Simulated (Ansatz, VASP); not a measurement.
**HfO2 in VASP and in Ansatz**

```xyz
6
Lattice="3.6043 0.0000 0.0000 0.0000 3.6043 0.0000 0.0000 0.0000 5.2640" Properties=species:S:1:pos:R:3 pbc="T T T"
Hf    1.8181    1.7923    2.6322
Hf    0.0158   -0.0100   -0.0001
O     0.0118    1.8196    3.6484
O     1.8139    0.0172    4.2474
O     1.7746   -0.0073    1.6161
O    -0.0277    1.7947    1.0159
```

Change from the starting cell: all atoms moved at random, sigma 0.1 Å a component; relaxed back.

Alike in both runs: functional PBE; k mesh 6 × 6 × 4; occupations gaussian, width 0.05 eV; no spin polarisation.

Ansatz relaxed the structure, and its values are those at the end. VASP's run is a single point on that final structure, the one shown.

```csv
,VASP,Ansatz
version,VASP 6.6.1,Ansatz 0.2.0
potentials or method,"VASP PAW PBE potentials, release 64 (Hf_pv, O), cutoff 520 eV","scalar-relativistic, plane waves, PAW"
valence electrons in the cell,44,76
```

```tsv
	VASP	Ansatz	Ansatz less VASP
gap on the k mesh at the Fermi level (eV)	4.65	4.67	+0.022
least direct gap on the mesh (eV)	4.72	4.74	+0.016
pressure (GPa)	-3.0	0.1	+3.14
rms of the force components (eV/Å)	0.022	0.001	-0.0208
```

VASP's potentials hold 44 valence electrons a cell and Ansatz's 76, so a difference there can come from the potentials and not from the codes. Ansatz's warnings: stress scf threshold loose.

Spin-orbit coupling is off throughout.
